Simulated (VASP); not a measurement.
Input of a VASP 6.6.1 run:

File INCAR:

```
PREC = Accurate ; ENCUT = 450
EDIFF = 1E-7 ; ISMEAR = 0
SIGMA = 0.1 ; LREAL = F
LASPH = T ; NELM = 120
ALGO = Normal ; ISIF = 2
LWAVE = F ; LCHARG = F
LDIPOL = T ; IDIPOL = 3
DIPOL = 0.5 0.5 0.323 ; GGA = PE
IBRION = 2 ; NSW = 36
EDIFFG = -0.025 ; GGA_COMPAT = F
NELMIN = 4 ; NELMDL = -8
KPAR = 4
```

The input KPOINTS:

```
Automatic mesh
0
Gamma
  5 5 1
```

POSCAR

```
Mo12H
1.0
    5.4740909337      0.0000000000      0.0000000000
   -1.8246969779      5.1610224267      0.0000000000
    0.0000000000      0.0000000000     19.8082441144
Mo H
12 1
Selective dynamics
Direct
    0.2500000000      0.2500000000      0.2019361220  F F F
    0.2500000000      0.7500000000      0.2019361220  F F F
    0.7500000000      0.2500000000      0.2019361220  F F F
    0.7500000000      0.7500000000      0.2019361220  F F F
    0.0000000000      0.0000000000      0.3106875863  F F F
    0.0000000000      0.5000000000      0.3106875863  F F F
    0.5000000000      0.0000000000      0.3106875863  F F F
    0.5000000000      0.5000000000      0.3106875863  F F F
    0.2500000000      0.2500000000      0.4194336493  F F F
    0.2500000000      0.7500000000      0.4194336493  F F F
    0.7500000000      0.2500000000      0.4194336493  F F F
    0.7500000000      0.7500000000      0.4194336493  F F F
    0.4166666667      0.5833333333      0.4694239563  F F T
```

Potentials or basis: VASP PAW PBE potentials, release 64 (Mo_sv, H).

Launch:

```console
$ cat potpaw_PBE.64/Mo_sv/POTCAR potpaw_PBE.64/H/POTCAR > POTCAR
$ mpirun -np 4 vasp_std > vasp.out
```

(1) What does it give for the band gap on the k mesh?

(2) Predict the energy gained by relaxing.

## Answers

(1) zero (an odd number of electrons rules out a gap without spin polarisation).

(2) 3.2 meV/atom.
